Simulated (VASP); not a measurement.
# Gd (Fm-3m) in VASP: further runs

Runs on Gd. Level: PBEsol. Tasks: single point.

Everything below comes from runs of VASP 6.6.1. Logs are shortened: lines on timing, memory, paths and dates and some standing lists are left out, and cuts for length are marked.

## (1) The cell of the first run

It takes space group Fm-3m (No. 225, cubic). The conventional cell has a = 5.030 Å, b = 5.030 Å, c = 5.030 Å, α = 90.00°, β = 90.00°, γ = 90.00°. Within 4.7 Å of Gd (site symmetry m-3m) lie 12 Gd at 3.56 Å.

## (2) Single point, PBEsol, collinear spin, ferromagnetic start

INCAR reads:

```
SYSTEM = Gd
ALGO     = Normal         ! electronic algorithm
EDIFF    = 1E-6           ! SCF threshold, eV
ENCUT    = 520            ! plane-wave cutoff, eV
GGA      = PS             ! functional
ISIF     = 2              ! what is computed and relaxed
ISMEAR   = -1             ! smearing method
ISPIN    = 2              ! spin polarisation
LASPH    = .True.         ! aspherical terms in the spheres
LCHARG   = .False.        ! write CHGCAR
LMAXMIX  = 6              ! l up to which the mixer works
LORBIT   = 11             ! projections on sites
LREAL    = .False.        ! projectors in reciprocal space
LWAVE    = .False.        ! write WAVECAR
MAGMOM   = 9.1            ! initial moments
NBANDS   = 19             ! bands
NELM     = 150            ! most SCF steps
PREC     = Accurate       ! precision mode
SIGMA    = 0.05           ! smearing width, eV
```

KPOINTS reads:

```
k-points
0
Gamma
  10 10 10
  0 0 0
```

POSCAR reads:

```
Gd
1.0
    0.0000000000      2.5149386660      2.5149386660
    2.5149386660      0.0000000000      2.5149386660
    2.5149386660      2.5149386660      0.0000000000
Gd
1
Direct
    0.0000000000      0.0000000000      0.0000000000
```

Potentials or basis: VASP PAW PBE potentials, release 64 (Gd).

The run is started by

```sh
cat potpaw_PBE.64/Gd/POTCAR > POTCAR
mpirun -np 1 vasp_std > vasp.out
```

OUTCAR:

```text
SYSTEM = Gd
   EDIFF = 1E-6
   ENCUT = 520
   GGA = PS
   ISIF = 2
   ISMEAR = -1
   ISPIN = 2
   LASPH = .True.
   LORBIT = 11
   LREAL = .False.
   NELM = 150
   PREC = Accurate

 ion  position               nearest neighbor table
   1  0.000  0.000  0.000-

  LATTYP: Found a face centered cubic cell.
 ALAT       =     5.0298773320

  Lattice vectors:

 A1 = (   0.0000000000,   2.5149386660,   2.5149386660)
 A2 = (   2.5149386660,   0.0000000000,   2.5149386660)
 A3 = (   2.5149386660,   2.5149386660,   0.0000000000)

Analysis of symmetry for initial positions (statically):
=====================================================================
 Subroutine PRICEL returns:
 Original cell was already a primitive cell.

 Routine SETGRP: Setting up the symmetry group for a
 face centered cubic supercell.

 Subroutine GETGRP returns: Found 48 space group operations
 (whereof 48 operations were pure point group operations)
 out of a pool of 48 trial point group operations.

The static configuration has the point symmetry O_h .

Analysis of symmetry for dynamics (positions and initial velocities):
=====================================================================
 Subroutine PRICEL returns:
 Original cell was already a primitive cell.

 Routine SETGRP: Setting up the symmetry group for a
 face centered cubic supercell.

 Subroutine GETGRP returns: Found 48 space group operations
 (whereof 48 operations were pure point group operations)
 out of a pool of 48 trial point group operations.

The dynamic configuration has the point symmetry O_h .

Analysis of structural, dynamic, and magnetic symmetry:
=====================================================================
 Subroutine PRICEL returns:
 Original cell was already a primitive cell.

 Routine SETGRP: Setting up the symmetry group for a
 face centered cubic supercell.

 Subroutine GETGRP returns: Found 48 space group operations
 (whereof 48 operations were pure point group operations)
 out of a pool of 48 trial point group operations.

The overall configuration has the point symmetry O_h .

 Subroutine INISYM returns: Found 48 space group operations
 (whereof 48 operations are pure point group operations),
 and found     1 'primitive' translations

----------------------------------------------------------------------------------------

                                     Primitive cell

[... 100 lines left out ...]
   NUPDOWN=      -1.0000    fix difference up-down
   EMIN   =  10.00;   EMAX   =-10.00  energy-range for DOS
   EFERMI =   0.00;   METHOD = LEGACY
   ISMEAR =    -1;   SIGMA  =   0.05  broadening in eV -4-tet -1-fermi 0-gaus
   EFERMI_NEDOS =   21; number of points for ismear=-14 and -15
   IALGO  =     38    algorithm
   IMIX   =      4    mixing-type and parameters
     AMIX     =   0.40;   BMIX     =  1.00
     AMIX_MAG =   1.60;   BMIX_MAG =  1.00
  volume/ion in A,a.u.               =      31.81       214.69
  Fermi-wavevector in a.u.,A,eV,Ry     =   1.354030  2.558746 24.944882  1.833397
  Thomas-Fermi vector in A             =   2.481236
   LORBIT       =     11    0 simple, 1 ext, 2 COOP (PROOUT), +10 PAW based schemes
   GGA     = PS    functional components
   LHFCALC =     F    Hartree Fock is set to
   AEXX    =    0.0000 exact exchange contribution
   IVDW    =     0    specifies the selected vdW correction
   LEPSILON=     F    determine dielectric tensor
   LRPA    =     F    only Hartree local field effects (RPA)
 spin polarized calculation
  energy-cutoff  :      520.00
  volume of cell :       31.81
 maximum number of plane-waves:       889
   NGX = 13   NGY = 13   NGZ = 13

 number of electron      18.0000002 magnetization       7.3505610

 Free energy of the ion-electron system (eV)
  ---------------------------------------------------
  ext. energy  EPLUGINS =         0.00000000
  ---------------------------------------------------
  free energy    TOTEN  =       -12.00538140 eV

  energy without entropy =      -11.98681102  energy(sigma->0) =      -11.99609621

 E-fermi :   3.0617     XC(G=0): -10.2950

 val. band max:        3.0568142155   @ k =  -0.4000   0.3000   0.1000
 cond. band min:       3.0749825509   @ k =   0.5000   0.3000   0.1000
 fundamental gap:      0.0181683354
 Fermi energy:         3.0616890894

 spin component 1

 k-point     1 :       0.0000    0.0000    0.0000
  band No.  band energies     occupation
      1     -42.0931      1.00000
      2     -19.0857      1.00000
      3     -19.0857      1.00000
      4     -19.0857      1.00000
      5      -2.0414      1.00000
      6      -1.6905      1.00000
[... 517 lines left out ...]
     18      13.0476      0.00000
     19      14.2635      0.00000

 [... further k-points ...]

 spin component 2

 k-point     1 :       0.0000    0.0000    0.0000
  band No.  band energies     occupation
      1     -38.9397      1.00000
      2     -16.7349      1.00000
      3     -16.7349      1.00000
      4     -16.7349      1.00000
      5      -1.3356      1.00000
      6       3.3595      0.00258
[... 517 lines left out ...]
     18      14.1839      0.00000
     19      15.3543      0.00000

 [... further k-points ...]

------------------------ aborting loop because EDIFF is reached ----------------------------------------

  FORCE on cell =-STRESS in cart. coord.  units (eV):
  Direction    XX          YY          ZZ          XY          YZ          ZX
  --------------------------------------------------------------------------------------
  -------------------------------------------------------------------------------------
  Total       -0.2640545     -0.2640545     -0.2640545      0.0000000     -0.0000000      0.0000000
  in kB      -13.2981736    -13.2981736    -13.2981736      0.0000000     -0.0000000      0.0000000
  external PRESSURE =     -13.2981736 kB  Pullay stress =       0.0000000 kB

 VOLUME and BASIS-vectors are now :
 -----------------------------------------------------------------------------
  energy-cutoff  :      520.00
  volume of cell :       31.81
      direct lattice vectors                 reciprocal lattice vectors
     0.000000000  2.514938666  2.514938666    -0.198812006  0.198812006  0.198812006
     2.514938666  0.000000000  2.514938666     0.198812006 -0.198812006  0.198812006
     2.514938666  2.514938666  0.000000000     0.198812006  0.198812006 -0.198812006

 POSITION                                       TOTAL-FORCE (eV/Angst)
 -----------------------------------------------------------------------------------
      0.00000      0.00000      0.00000         0.000000      0.000000      0.000000
 -----------------------------------------------------------------------------------
    total drift:                               -0.000000     -0.000000     -0.000000

  FREE ENERGIE OF THE ION-ELECTRON SYSTEM (eV)
  ---------------------------------------------------
  free  energy   TOTEN  =       -12.0053813962 eV

  energy  without entropy=      -11.9868110183  energy(sigma->0) =      -11.99609621

 total charge

# of ion       s       p       d       f       tot
--------------------------------------------------
    1        2.074   5.539   0.599   6.992  15.204

 magnetization (x)

# of ion       s       p       d       f       tot
--------------------------------------------------
    1        0.003  -0.052   0.150   6.800   6.901
```

Wall time 1.8 min (1 thread of Intel Xeon Platinum 8259CL at 2.50GHz (Skylake/Cascade Lake), shared host); peak memory 0.21 GiB.

Results:

```yaml
Free_energy: -12.0054 eV
Pressure: -1.3 GPa
Net_moment: 7.35 μB per cell
Site_moments: Gd +6.90 μB
Valence_electrons_inside_the_program's_atomic_spheres: Gd 15.20
```

Caveat: the PAW data sets were made with another functional, which shifts forces and pressure a little; spin-orbit coupling is left out, which moves the levels of the heavy elements.

## (3) Single point, PBEsol, collinear spin, ferromagnetic start

This run uses another cell than the first one, of 33.20 Å³/atom, 1.043 times its volume.

INCAR reads:

```
SYSTEM = Gd
  ALGO = Normal
  EDIFF = 1E-6
  ENCUT = 520
  GGA = PS
  ISIF = 2
  ISMEAR = -1
  ISPIN = 2
  LASPH = .True.
  LCHARG = .False.
  LMAXMIX = 6
  LORBIT = 11
  LREAL = .False.
  LWAVE = .False.
  MAGMOM = 9.1
  NBANDS = 19
  NELM = 150
  PREC = Accurate
  SIGMA = 0.05
```

KPOINTS is that of step 2.

POSCAR reads:

```
Gd
1.0
    0.0000000000      2.5508712159      2.5508712159
    2.5508712159      0.0000000000      2.5508712159
    2.5508712159      2.5508712159      0.0000000000
Gd
1
Direct
    0.0000000000      0.0000000000      0.0000000000
```

Potentials or basis: VASP PAW PBE potentials, release 64 (Gd).

The run is started by

```sh
cat potpaw_PBE.64/Gd/POTCAR > POTCAR
mpirun -np 1 vasp_std > vasp.out
```

OUTCAR:

```text
SYSTEM = Gd
   EDIFF = 1E-6
   ENCUT = 520
   GGA = PS
   ISIF = 2
   ISMEAR = -1
   ISPIN = 2
   LASPH = .True.
   LORBIT = 11
   LREAL = .False.
   NELM = 150
   PREC = Accurate

 ion  position               nearest neighbor table
   1  0.000  0.000  0.000-

  LATTYP: Found a face centered cubic cell.
 ALAT       =     5.1017424318

  Lattice vectors:

 A1 = (   0.0000000000,   2.5508712159,   2.5508712159)
 A2 = (   2.5508712159,   0.0000000000,   2.5508712159)
 A3 = (   2.5508712159,   2.5508712159,   0.0000000000)

Analysis of symmetry for initial positions (statically):
=====================================================================
 Subroutine PRICEL returns:
 Original cell was already a primitive cell.

 Routine SETGRP: Setting up the symmetry group for a
 face centered cubic supercell.

 Subroutine GETGRP returns: Found 48 space group operations
 (whereof 48 operations were pure point group operations)
 out of a pool of 48 trial point group operations.

The static configuration has the point symmetry O_h .

Analysis of symmetry for dynamics (positions and initial velocities):
=====================================================================
 Subroutine PRICEL returns:
 Original cell was already a primitive cell.

 Routine SETGRP: Setting up the symmetry group for a
 face centered cubic supercell.

 Subroutine GETGRP returns: Found 48 space group operations
 (whereof 48 operations were pure point group operations)
 out of a pool of 48 trial point group operations.

The dynamic configuration has the point symmetry O_h .

Analysis of structural, dynamic, and magnetic symmetry:
=====================================================================
 Subroutine PRICEL returns:
 Original cell was already a primitive cell.

 Routine SETGRP: Setting up the symmetry group for a
 face centered cubic supercell.

 Subroutine GETGRP returns: Found 48 space group operations
 (whereof 48 operations were pure point group operations)
 out of a pool of 48 trial point group operations.

The overall configuration has the point symmetry O_h .

 Subroutine INISYM returns: Found 48 space group operations
 (whereof 48 operations are pure point group operations),
 and found     1 'primitive' translations

----------------------------------------------------------------------------------------

                                     Primitive cell

  volume of cell :      33.1968

  direct lattice vectors                    reciprocal lattice vectors
     0.000000000  2.550871216  2.550871216    -0.196011463  0.196011463  0.196011463
     2.550871216  0.000000000  2.550871216     0.196011463 -0.196011463  0.196011463
     2.550871216  2.550871216  0.000000000     0.196011463  0.196011463 -0.196011463

  length of vectors
     3.607476669  3.607476669  3.607476669     0.339501813  0.339501813  0.339501813

  position of ions in fractional coordinates (direct lattice)
     0.000000000  0.000000000  0.000000000

  ion indices of the primitive-cell ions
   primitive index   ion index
                 1           1

----------------------------------------------------------------------------------------

 KPOINTS: k-points

Automatic generation of k-mesh.
 Grid dimensions read from file:
[... 49 lines left out ...]
   total plane-waves  NPLWV =  21952
   dimension x,y,z NGX =    28 NGY =   28 NGZ =   28
   dimension x,y,z NGXF=    56 NGYF=   56 NGZF=   56
   ions per type =               1
   NGX,Y,Z   is equivalent  to a cutoff of  12.90, 12.90, 12.90 a.u.
   NGXF,Y,Z  is equivalent  to a cutoff of  25.81, 25.81, 25.81 a.u.
 SYSTEM =  Gd
   PREC   = accura    normal or accurate (medium, high low for compatibility)
   ISTART =      0    job   : 0-new  1-cont  2-samecut
   ICHARG =      2    charge: 1-file 2-atom 10-const
   ISPIN  =      2    spin polarized calculation?
   LNONCOLLINEAR =      F non collinear calculations
   LSORBIT =      F    spin-orbit coupling
   LASPH  =      T    aspherical Exc in radial PAW
   ENCUT  =  520.0 eV  38.22 Ry    6.18 a.u.   6.71  6.71  6.71*2*pi/ulx,y,z
   NELM   =    150;   NELMIN=  2; NELMDL= -5     # of ELM steps
   EDIFF  = 0.1E-05   stopping-criterion for ELM
   LREAL  =      F    real-space projection
   EDIFFG = 0.1E-04   stopping-criterion for IOM
   NSW    =      0    number of steps for IOM
   IBRION =     -1    ionic relax: 0-MD 1-quasi-New 2-CG
   NFREE  =      0    steps in history (QN), initial steepest desc. (CG)
   ISIF   =      2    stress and relaxation
   ISYM   =      2    0-nonsym 1-usesym 2-fastsym
   POTIM  = 0.5000    time-step for ionic-motion
   TEBEG  =    0.0;   TEEND  =   0.0 temperature during run
   PSTRESS=    0.0 pullay stress
   NELECT =      18.0000    total number of electrons
   NUPDOWN=      -1.0000    fix difference up-down
   EMIN   =  10.00;   EMAX   =-10.00  energy-range for DOS
   EFERMI =   0.00;   METHOD = LEGACY
   ISMEAR =    -1;   SIGMA  =   0.05  broadening in eV -4-tet -1-fermi 0-gaus
   EFERMI_NEDOS =   21; number of points for ismear=-14 and -15
   IALGO  =     38    algorithm
   IMIX   =      4    mixing-type and parameters
     AMIX     =   0.40;   BMIX     =  1.00
     AMIX_MAG =   1.60;   BMIX_MAG =  1.00
  volume/ion in A,a.u.               =      33.20       224.02
  Fermi-wavevector in a.u.,A,eV,Ry     =   1.334957  2.522702 24.247065  1.782109
  Thomas-Fermi vector in A             =   2.463698
   LORBIT       =     11    0 simple, 1 ext, 2 COOP (PROOUT), +10 PAW based schemes
   GGA     = PS    functional components
   LHFCALC =     F    Hartree Fock is set to
   AEXX    =    0.0000 exact exchange contribution
   IVDW    =     0    specifies the selected vdW correction
   LEPSILON=     F    determine dielectric tensor
   LRPA    =     F    only Hartree local field effects (RPA)
 spin polarized calculation
  energy-cutoff  :      520.00
  volume of cell :       33.20
 maximum number of plane-waves:       914
   NGX = 13   NGY = 13   NGZ = 13

 number of electron      17.9999992 magnetization       7.4130896

 Free energy of the ion-electron system (eV)
  ---------------------------------------------------
  ext. energy  EPLUGINS =         0.00000000
  ---------------------------------------------------
  free energy    TOTEN  =       -11.98897751 eV

  energy without entropy =      -11.96814257  energy(sigma->0) =      -11.97856004

 E-fermi :   2.8625     XC(G=0): -10.1007

 val. band max:        2.8321459175   @ k =   0.4000   0.3000   0.1000
 cond. band min:       2.8685342070   @ k =  -0.3000   0.3000   0.0000
 fundamental gap:      0.0363882896
 Fermi energy:         2.8624944146

 spin component 1

 k-point     1 :       0.0000    0.0000    0.0000
  band No.  band energies     occupation
      1     -42.3696      1.00000
      2     -19.4065      1.00000
      3     -19.4065      1.00000
      4     -19.4065      1.00000
      5      -2.2023      1.00000
      6      -1.9499      1.00000
[... 517 lines left out ...]
     18      12.3874      0.00000
     19      13.6011      0.00000

 [... further k-points ...]

 spin component 2

 k-point     1 :       0.0000    0.0000    0.0000
  band No.  band energies     occupation
      1     -39.2026      1.00000
      2     -17.0461      1.00000
      3     -17.0461      1.00000
      4     -17.0461      1.00000
      5      -1.4665      1.00000
      6       3.1221      0.00553
[... 517 lines left out ...]
     18      13.5385      0.00000
     19      14.7059      0.00000

 [... further k-points ...]

------------------------ aborting loop because EDIFF is reached ----------------------------------------

  FORCE on cell =-STRESS in cart. coord.  units (eV):
  Direction    XX          YY          ZZ          XY          YZ          ZX
  --------------------------------------------------------------------------------------
  -------------------------------------------------------------------------------------
  Total       -0.4768452     -0.4768452     -0.4768452      0.0000000      0.0000000      0.0000000
  in kB      -23.0140152    -23.0140152    -23.0140152      0.0000000      0.0000000      0.0000000
  external PRESSURE =     -23.0140152 kB  Pullay stress =       0.0000000 kB

 VOLUME and BASIS-vectors are now :
 -----------------------------------------------------------------------------
  energy-cutoff  :      520.00
  volume of cell :       33.20
      direct lattice vectors                 reciprocal lattice vectors
     0.000000000  2.550871216  2.550871216    -0.196011463  0.196011463  0.196011463
     2.550871216  0.000000000  2.550871216     0.196011463 -0.196011463  0.196011463
     2.550871216  2.550871216  0.000000000     0.196011463  0.196011463 -0.196011463

 POSITION                                       TOTAL-FORCE (eV/Angst)
 -----------------------------------------------------------------------------------
      0.00000      0.00000      0.00000         0.000000      0.000000      0.000000
 -----------------------------------------------------------------------------------
    total drift:                                0.000000     -0.000000      0.000000

  FREE ENERGIE OF THE ION-ELECTRON SYSTEM (eV)
  ---------------------------------------------------
  free  energy   TOTEN  =       -11.9889775098 eV

  energy  without entropy=      -11.9681425660  energy(sigma->0) =      -11.97856004

 total charge

# of ion       s       p       d       f       tot
--------------------------------------------------
    1        2.072   5.542   0.575   6.995  15.184

 magnetization (x)

# of ion       s       p       d       f       tot
--------------------------------------------------
    1        0.002  -0.051   0.164   6.800   6.916
```

stdout:

```text
POSCAR found type information on POSCAR Gd
 POSCAR found :  1 types and       1 ions
 scaLAPACK will be used
 -----------------------------------------------------------------------------
|                                                                             |
|                                                                             |
|     You enforced a specific xc type in the INCAR file but a different       |
|     I HOPE YOU KNOW WHAT YOU ARE DOING!                                     |
|                                                                             |
 -----------------------------------------------------------------------------

 LDA part: xc-table for (Slater+PW92), standard interpolation
 POSCAR, INCAR and KPOINTS ok, starting setup
 FFT: planning ... GRIDC
 FFT: planning ... GRID_SOFT
 FFT: planning ... GRID
 WAVECAR not read
 entering main loop
```

It took 1.7 min on 1 thread of Intel Xeon Platinum 8259CL at 2.50GHz (Skylake/Cascade Lake), shared host; peak memory 0.21 GiB.

Results:

```yaml
Free_energy: -11.9890 eV
Pressure: -2.3 GPa
Net_moment: 7.41 μB per cell
Site_moments: Gd +6.92 μB
Valence_electrons_inside_the_program's_atomic_spheres: Gd 15.18
```

Caveat: the PAW data sets were made with another functional, which shifts forces and pressure a little; spin-orbit coupling is left out, which moves the levels of the heavy elements.

(Part 1 of 2 ends here.)
